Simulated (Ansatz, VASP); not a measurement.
**One calculation of BeTe, two programs**

Contents of INCAR:

```
SYSTEM = BeTe
  PREC = Accurate
  ENCUT = 520
  EDIFF = 1E-7
  ISMEAR = 0
  SIGMA = 0.01
  LREAL = .FALSE.
  LASPH = .TRUE.
  NELM = 150
  ALGO = Normal
  ISIF = 2
  LWAVE = .FALSE.
  LCHARG = .FALSE.
  MAGMOM = 0 0 0 0 0 0
  LORBIT = 11
  LSORBIT = .TRUE.
  GGA_COMPAT = .FALSE.
  LORBMOM = .TRUE.
  GGA = PS
  NBANDS = 20
```

The input KPOINTS:

```
Automatic mesh
0
G
  8 8 8
  0 0 0
```

The input POSCAR:

```
BeTe
1.0
    2.8362591507      2.8362591507      0.0000000000
   -2.8362591507      2.8362591507      0.0000000000
    0.0000000000      2.8362591507      2.8362591507
Be Te
1 1
Direct
    0.0000000000      0.0000000000      0.0000000000
    0.7500000000      0.2500000000      0.5000000000
```

Input for Ansatz:

```yaml
crystal:
  lattice:
    - [2.83625915066, 2.83625915066, 0.0]
    - [-2.83625915066, 2.83625915066, 0.0]
    - [0.0, 2.83625915066, 2.83625915066]
  atoms:
    - { symbol: Be, position: [0.0, 0.0, 0.0] }
    - { symbol: Te, position: [0.75, 0.25, 0.5] }
kpoints:
  mp_grid: { grid: [8, 8, 8] }
scf:
  occupations: { method: fixed }
  convergence: { dr2_threshold: 1.0e-10 }
hamiltonian:
  xc: pbesol
  pseudopotentials: { kind: all_electron, lapw: { basis_error: 0.0005 } }
magnetization:
  noncollinear: true
  spin_orbit: true
output:
  forces: true
  stress: true
  eigenstates:
    kpoints:
      - [0.0, 0.0, 0.0]
      - [-0.5, 0.5, 0.0]
      - [-0.5, -0.5, -0.5]
      - [0.0, 0.0, -0.5]
      - [0.0, -0.5, -0.5]
      - [0.0, 0.5, 0.0]
      - [-0.5, 0.0, 0.0]
      - [-0.5, 0.0, -0.5]
  eigenvalues: true
```

Alike in both runs: task single point; functional PBEsol; k mesh 8 × 8 × 8; non-collinear spin, spin-orbit coupling.

```csv
,VASP,Ansatz
version,VASP 6.6.1,Ansatz 0.2.0
potentials or method,"VASP PAW PBE potentials, release 64 (Be, Te), cutoff 520 eV",all-electron LAPW
occupations,"gaussian, width 0.01 eV",fixed
```

|  | VASP | Ansatz | Ansatz less VASP |
| --- | --- | --- | --- |
| pressure (GPa) | -1.8 | -2.0 | -0.24 |
| net moment per atom (μB) | 0.00 | 0.00 | 0.000 |

VASP's potentials were made for PBE, not for PBEsol. Ansatz ran all-electron here, and VASP with PAW potentials.
